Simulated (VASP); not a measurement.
# MoS2 (R3m) in VASP: notebook, part 2 of 2

VASP 6.6.1.

### Step 3. Single point, LDA (volume scaled by 0.98)

Input file INCAR:

```
PREC = Accurate ; ENCUT = 520
EDIFF = 1E-6 ; ISMEAR = -1
SIGMA = 0.05 ; LREAL = False
LASPH = True ; NELM = 60
ALGO = Normal ; ISIF = 2
LWAVE = False ; LCHARG = False
NBANDS = 20
```

Input file KPOINTS:

```
regular mesh
0
Gamma
  10 10 10
```

Input file POSCAR:

```
MoS2
1.0
    1.5693956536      0.9060910031      6.1087235885
   -1.5693956536      0.9060910031      6.1087235885
    0.0000000000     -1.8121820061      6.1087235885
Mo S
1 2
Direct
    0.0000000000      0.0000000000      0.0000000000
    0.4170000000      0.4170000000      0.4170000000
    0.2500000000      0.2500000000      0.2500000000
```

Potentials or basis: VASP PAW LDA potentials, release 64 (Mo_sv, S).

Started as:

```sh
> cat potpaw_LDA.64/Mo_sv/POTCAR potpaw_LDA.64/S/POTCAR > POTCAR
> mpirun -np 1 vasp_std > vasp.out
```

Run time: 6.3 min. Hardware: 1 thread of Intel Xeon 6975P-C, shared host; peak memory 0.33 GiB.

Results (log left out):

* Free energy: -24.4658 eV
* Pressure: 0.9 GPa
* Largest force: 0.447 eV/Å
* Band gap on the k mesh: 0.87 eV, indirect (least direct gap 2.02 eV)

Forces in eV/Å, atoms in the order of the input:
```
Mo   0.000  0.000  0.087
S    0.000  0.000  0.360
S    0.000  0.000 -0.447
```

Stress tensor (GPa, compression positive):
```
-0.04  0.00  0.00
 0.00 -0.04  0.00
 0.00  0.00  2.78
```

Levels at points of the mesh, in eV from the valence-band top:
```
           k point  band 10  band 11  band 12  band 13  band 14  band 15  band 16  band 17
(0.00, 0.00, 0.00)    -2.42    -2.42    -1.33    -1.25     2.02     2.02     2.50     2.50
(0.50, 0.00, 0.00)    -4.19    -2.40    -1.69    -1.58     1.58     2.01     3.45     3.54
(0.50, 0.50, 0.00)    -4.11    -3.01    -1.88    -1.38     1.53     2.14     2.96     4.00
(0.50, 0.50, 0.50)    -3.61    -2.39    -2.39     0.00     2.12     2.12     2.35     2.35
```

 A k mesh can miss the band edges.

### Step 4. Single point, LDA (volume scaled by 1.02)

Input file INCAR:

```
SYSTEM = MoS2
  PREC = Accurate
  ENCUT = 520
  EDIFF = 1E-7
  ISMEAR = -1
  SIGMA = 0.05
  LREAL = .False.
  LASPH = .True.
  NELM = 100
  ALGO = Normal
  ISIF = 2
  LWAVE = .False.
  LCHARG = .False.
  GGA = CA
  NBANDS = 20
```

Input file KPOINTS:

```
Automatic mesh
0
Gamma
  10 10 10
  0 0 0
```

Input file POSCAR:

```
MoS2
1.0
    1.5904638811      0.9182547499      6.1907296638
   -1.5904638811      0.9182547499      6.1907296638
    0.0000000000     -1.8365094997      6.1907296638
Mo S
1 2
Direct
    0.0000000000      0.0000000000      0.0000000000
    0.4170000000      0.4170000000      0.4170000000
    0.2500000000      0.2500000000      0.2500000000
```

Potentials or basis: VASP PAW LDA potentials, release 64 (Mo_sv, S).

Started as:

```sh
> cat potpaw_LDA.64/Mo_sv/POTCAR potpaw_LDA.64/S/POTCAR > POTCAR
> mpirun -np 1 vasp_std > vasp.out
```

OUTCAR:

```text
SYSTEM = MoS2
   PREC = Accurate
   ENCUT = 520
   EDIFF = 1E-7
   ISMEAR = -1
   LREAL = .False.
   LASPH = .True.
   NELM = 100
   ISIF = 2
   GGA = CA

 ion  position               nearest neighbor table
   1  0.000  0.000  0.000-   3 2.40   3 2.40   3 2.40   2 2.41   2 2.41   2 2.41
   2  0.417  0.417  0.417-   1 2.41   1 2.41   1 2.41
   3  0.250  0.250  0.250-   1 2.40   1 2.40   1 2.40

  LATTYP: Found a trigonal (rhomboedric) cell.
 ALAT       =     6.4573911848
 COS(alpha) =     0.8786713335

  Lattice vectors:

 A1 = (   1.5904638811,   0.9182547499,   6.1907296638)
[... 192 lines left out ...]
      6      -5.9862      2.00000
[... 541 lines left out ...]
     19      14.7782      0.00000
     20      15.6827      0.00000

 [... further k-points ...]
[... 5 lines left out ...]
  --------------------------------------------------------------------------------------
  -------------------------------------------------------------------------------------
  Total       -1.9940969     -1.9940969     -1.2791371     -0.0000000     -0.0000000     -0.0000000
  in kB      -58.8947722    -58.8947722    -37.7787508     -0.0000000     -0.0000000     -0.0000000
  external PRESSURE =     -51.8560984 kB  Pullay stress =       0.0000000 kB

 VOLUME and BASIS-vectors are now :
 -----------------------------------------------------------------------------
  energy-cutoff  :      520.00
  volume of cell :       54.25
      direct lattice vectors                 reciprocal lattice vectors
     1.590463881  0.918254750  6.190729664     0.314373691  0.181503735  0.053843949
    -1.590463881  0.918254750  6.190729664    -0.314373691  0.181503735  0.053843949
     0.000000000 -1.836509500  6.190729664     0.000000000 -0.363007470  0.053843949

 POSITION                                       TOTAL-FORCE (eV/Angst)
 -----------------------------------------------------------------------------------
      0.00000      0.00000      0.00000         0.000000      0.000000      0.079796
      0.00000      0.00000      7.74460         0.000000     -0.000000     -0.306797
      0.00000      0.00000      4.64305         0.000000      0.000000      0.227001
 -----------------------------------------------------------------------------------
    total drift:                                0.000000     -0.000000      0.000005

  FREE ENERGIE OF THE ION-ELECTRON SYSTEM (eV)
  ---------------------------------------------------
  free  energy   TOTEN  =       -24.4368502612 eV

  energy  without entropy=      -24.4368487178  energy(sigma->0) =      -24.43684949
```

Run time: 6.7 min. Hardware: 1 thread of Intel Xeon 6975P-C, shared host; peak memory 0.33 GiB.

What came out:

- Free energy: -24.4369 eV
- Pressure: -5.2 GPa
- Largest force: 0.307 eV/Å
- Band gap on the k mesh: 0.90 eV, indirect (least direct gap 1.91 eV)

Forces on the atoms (eV/Å):
```
Mo   0.000  0.000  0.080
S    0.000  0.000 -0.307
S    0.000  0.000  0.227
```

Stress tensor (GPa, compression positive):
```
-5.89  0.00  0.00
 0.00 -5.89  0.00
 0.00  0.00 -3.78
```

Levels at points of the mesh, in eV from the valence-band top:
| k point | band 11 | band 12 | band 13 | band 14 | band 15 | band 16 |
| --- | --- | --- | --- | --- | --- | --- |
| (0.00, 0.00, 0.00) | -2.29 | -1.23 | -1.16 | 1.98 | 1.98 | 2.38 |
| (0.50, 0.00, 0.00) | -2.31 | -1.63 | -1.46 | 1.52 | 1.94 | 3.37 |
| (0.50, 0.50, 0.00) | -2.87 | -1.81 | -1.29 | 1.48 | 2.06 | 2.90 |
| (0.50, 0.50, 0.50) | -2.27 | -2.27 | 0.00 | 2.07 | 2.07 | 2.25 |

### Step 5. Overview

| cell | gap on the mesh (eV) | pressure (GPa) | largest force (eV/Å) |
| --- | --- | --- | --- |
| a = 6.328 Å, angles 28.5°, 3 atoms | 0.85 | 4.5 | 0.83 |
| a = 6.372 Å, angles 28.5°, 3 atoms | 0.87 | 0.9 | 0.45 |
| a = 6.457 Å, angles 28.5°, 3 atoms | 0.90 | -5.2 | 0.31 |

Alike in all rows: task single point; level LDA; potentials or basis VASP PAW LDA potentials, release 64 (Mo_sv, S); no spin polarisation; k mesh 10 × 10 × 10; cutoff (eV) 520; smearing fermi-dirac 0.05 eV.

Total energies depend on the potentials used, so only differences within one code and one set of settings carry meaning.
